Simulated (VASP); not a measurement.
# Ru (I4/mmm) in VASP: a series of runs, part 2 of 2

VASP 6.6.1. Earlier steps stand in the parts before.

## (6) Single point, PBE (13.83 Å³/atom)

This run uses another cell than the first one, of 13.83 Å³/atom.

INCAR

```
ALGO = Fast
EDIFF = 1E-6
ENCUT = 520
GGA = PE
ISIF = 2
ISMEAR = 0
LASPH = True
LCHARG = False
LREAL = False
LWAVE = False
NBANDS = 13
NELM = 100
PREC = Accurate
SIGMA = 0.15
```

KPOINTS

```
k-points
0
Gamma
  22 22 22
```

POSCAR

```
Ru
1.0
    0.0000000000      1.8094941630      2.1116796883
    1.8094941630      0.0000000000      2.1116796883
    1.8094941630      1.8094941630      0.0000000000
Ru
1
Direct
    0.0000000000      0.0000000000      0.0000000000
```

Potentials or basis: VASP PAW PBE potentials, release 64 (Ru_pv).

On the command line:

```bash
cat potpaw_PBE.64/Ru_pv/POTCAR > POTCAR
mpirun -np 1 vasp_std > vasp.out
```

OUTCAR:

```text
EDIFF = 1E-6
   ENCUT = 520
   GGA = PE
   ISIF = 2
   ISMEAR = 0
   LASPH = True
   LREAL = False
   NELM = 100
   PREC = Accurate

 ion  position               nearest neighbor table
   1  0.000  0.000  0.000-

  LATTYP: Found a body centered tetragonal cell.
 ALAT       =     2.5590111863
 C/A-ratio  =     1.6503872274

  Lattice vectors:

 A1 = (  -1.8094941630,   0.0000000000,   2.1116796883)
 A2 = (   1.8094941630,   0.0000000000,   2.1116796883)
 A3 = (   0.0000000000,   1.8094941630,  -2.1116796883)

Analysis of symmetry for initial positions (statically):
=====================================================================
 Subroutine PRICEL returns:
 Original cell was already a primitive cell.

 Routine SETGRP: Setting up the symmetry group for a
 body centered tetragonal supercell.

 Subroutine GETGRP returns: Found 16 space group operations
 (whereof 16 operations were pure point group operations)
 out of a pool of 16 trial point group operations.

The static configuration has the point symmetry D_4h.

Analysis of symmetry for dynamics (positions and initial velocities):
=====================================================================
 Subroutine PRICEL returns:
 Original cell was already a primitive cell.

 Routine SETGRP: Setting up the symmetry group for a
 body centered tetragonal supercell.

 Subroutine GETGRP returns: Found 16 space group operations
 (whereof 16 operations were pure point group operations)
 out of a pool of 16 trial point group operations.

The dynamic configuration has the point symmetry D_4h.

 Subroutine INISYM returns: Found 16 space group operations
 (whereof 16 operations are pure point group operations),
 and found     1 'primitive' translations

----------------------------------------------------------------------------------------

                                     Primitive cell
[... 111 lines left out ...]
  Fermi-wavevector in a.u.,A,eV,Ry     =   1.643842  3.106411 36.765882  2.702216
  Thomas-Fermi vector in A             =   2.733908
   LORBIT       =      0    0 simple, 1 ext, 2 COOP (PROOUT), +10 PAW based schemes
   GGA     = PE    functional components
   LHFCALC =     F    Hartree Fock is set to
   AEXX    =    0.0000 exact exchange contribution
   IVDW    =     0    specifies the selected vdW correction
   LEPSILON=     F    determine dielectric tensor
   LRPA    =     F    only Hartree local field effects (RPA)
 non-spin polarized calculation
 RMM-DIIS sequential band-by-band and
 Gauss-broadening in eV      SIGMA  =   0.15
  energy-cutoff  :      520.00
  volume of cell :       13.83
 maximum number of plane-waves:       383
 NGX is ok and might be reduce to    24
   NGX = 11   NGY = 11   NGZ =  9

 number of electron      14.0000002 magnetization

 Free energy of the ion-electron system (eV)
  ---------------------------------------------------
  ext. energy  EPLUGINS =         0.00000000
  ---------------------------------------------------
  free energy    TOTEN  =        -8.94066834 eV

  energy without entropy =       -8.92878400  energy(sigma->0) =       -8.93472617

 E-fermi :  12.4939     XC(G=0): -13.9957

 val. band max:       12.4930353416   @ k =   0.4091   0.2727   0.0909
 cond. band min:      12.4939148262   @ k =  -0.2273   0.4091   0.2727
 fundamental gap:      0.0008794846
 Fermi energy:        12.4939000087

 k-point     1 :       0.0000    0.0000    0.0000
  band No.  band energies     occupation
      1     -30.0337      2.00000
      2     -29.9329      2.00000
      3     -29.9329      2.00000
      4       4.6398      2.00000
      5       8.7043      2.00000
      6      10.7277      2.00000
      7      10.7277      2.00000
      8      10.9373      2.00000
      9      13.3972      0.00000
     10      23.0562      0.00000
     11      27.8997      0.00000
     12      30.2055      0.00000
     13      34.8663      0.00000
[... 354 lines left out ...]
  band No.  band energies     occupation
      1     -31.0222      2.00000
      2     -30.2335      2.00000
      3     -29.9606      2.00000
      4       6.5673      2.00000
      5       8.9642      2.00000
      6      10.7806      2.00000
      7      12.8787      0.00029
      8      13.6904      0.00000
      9      15.0588      0.00000
     10      22.5463      0.00000
     11      23.0622      0.00000
     12      26.7732      0.00000
     13      32.8532      0.00000

 [... further k-points ...]
[... 5 lines left out ...]
  --------------------------------------------------------------------------------------
  -------------------------------------------------------------------------------------
  Total        1.6000856      1.6000856     -2.1404210      0.0000000     -0.0000000      0.0000000
  in kB      185.3879015    185.3879015   -247.9918359      0.0000000     -0.0000000      0.0000000
  external PRESSURE =      40.9279890 kB  Pullay stress =       0.0000000 kB

 VOLUME and BASIS-vectors are now :
 -----------------------------------------------------------------------------
  energy-cutoff  :      520.00
  volume of cell :       13.83
      direct lattice vectors                 reciprocal lattice vectors
     0.000000000  1.809494163  2.111679688    -0.276320317  0.276320317  0.236778335
     1.809494163  0.000000000  2.111679688     0.276320317 -0.276320317  0.236778335
     1.809494163  1.809494163  0.000000000     0.276320317  0.276320317 -0.236778335

 POSITION                                       TOTAL-FORCE (eV/Angst)
 -----------------------------------------------------------------------------------
      0.00000      0.00000      0.00000         0.000000     -0.000000      0.000000
 -----------------------------------------------------------------------------------
    total drift:                               -0.000000      0.000000     -0.000000

  FREE ENERGIE OF THE ION-ELECTRON SYSTEM (eV)
  ---------------------------------------------------
  free  energy   TOTEN  =        -8.9406683436 eV

  energy  without entropy=       -8.9287839962  energy(sigma->0) =       -8.93472617
```

OSZICAR:

```text
N       E                     dE             d eps       ncg     rms          rms(c)
DAV:   1     0.106763278195E+03    0.10676E+03   -0.84446E+03 21802   0.115E+03
DAV:   2    -0.831156417531E+01   -0.11507E+03   -0.11045E+03 23499   0.325E+02
DAV:   3    -0.957345424193E+01   -0.12619E+01   -0.12567E+01 24424   0.375E+01
DAV:   4    -0.957711557592E+01   -0.36613E-02   -0.36613E-02 23454   0.218E+00
DAV:   5    -0.957714007972E+01   -0.24504E-04   -0.24504E-04 24619   0.161E-01    0.123E+01
RMM:   6    -0.898289502380E+01    0.59425E+00   -0.90804E-01 21976   0.949E+00    0.354E+00
RMM:   7    -0.894414903174E+01    0.38746E-01   -0.88251E-02 22299   0.304E+00    0.914E-01
RMM:   8    -0.894080705790E+01    0.33420E-02   -0.84206E-03 23570   0.105E+00    0.888E-02
RMM:   9    -0.894066483268E+01    0.14223E-03   -0.88843E-04 25589   0.357E-01    0.496E-02
RMM:  10    -0.894067329594E+01   -0.84633E-05   -0.11047E-04 25141   0.141E-01    0.143E-02
RMM:  11    -0.894066727442E+01    0.60215E-05   -0.29525E-05 25817   0.676E-02    0.241E-03
RMM:  12    -0.894066839591E+01   -0.11215E-05   -0.49164E-06 21490   0.310E-02    0.156E-03
RMM:  13    -0.894066834362E+01    0.52288E-07   -0.10592E-06 14088   0.137E-02
   1 F= -.89406683E+01 E0= -.89347262E+01  d E =-.118843E-01
```

Run time: 51 s. Hardware: 1 thread of Intel Xeon 6975P-C (Granite Rapids), shared host; peak memory 0.24 GiB.

Results:

- Free energy: -8.9407 eV
- Pressure: 4.1 GPa
- Band gap on the k mesh: zero (bands 7 and 8 overlap by 3.45 eV)

Stress tensor (GPa, compression positive):
```
 18.54   0.00   0.00
  0.00  18.54   0.00
  0.00   0.00 -24.80
```

Caveat: the cell stands under pressure.

## (7) The runs side by side

| cell | further INCAR settings | gap on the mesh (eV) | pressure (GPa) |
| --- | --- | --- | --- |
| a = 2.603, b = 2.603, c = 3.116 Å, angles 53.2, 53.2, 73.5°, 1 atom | ALGO = Fast; EDIFF = 1e-07; NBANDS = 13 | none | 17.7 |
| a = 2.618, b = 2.618, c = 2.811 Å, angles 57.5, 57.5, 65.0°, 1 atom | ALGO = Fast; EDIFF = 1e-06; NBANDS = 13 | none | 12.1 |
| a = 2.640, b = 2.640, c = 2.740 Å, angles 58.7, 58.7, 62.5°, 1 atom | ALGO = Fast; EDIFF = 1e-06; NBANDS = 13 | none | 9.8 |
| a = 2.603, b = 2.603, c = 2.884 Å, angles 56.4, 56.4, 67.3°, 1 atom | ALGO = Fast; EDIFF = 1e-06; NBANDS = 13 | none | 15.3 |
| a = 2.781, b = 2.781, c = 2.559 Å, angles 62.6, 62.6, 54.8°, 1 atom | ALGO = Fast; EDIFF = 1e-06; NBANDS = 13 | none | 4.1 |

Alike in all rows: task single point; level PBE; potentials or basis VASP PAW PBE potentials, release 64 (Ru_pv); no spin polarisation; k mesh 22 × 22 × 22; cutoff (eV) 520; smearing gaussian 0.15 eV.

Caveats: the cell stands under pressure.

Total energies depend on the potentials used, so only differences within one code and one set of settings carry meaning.
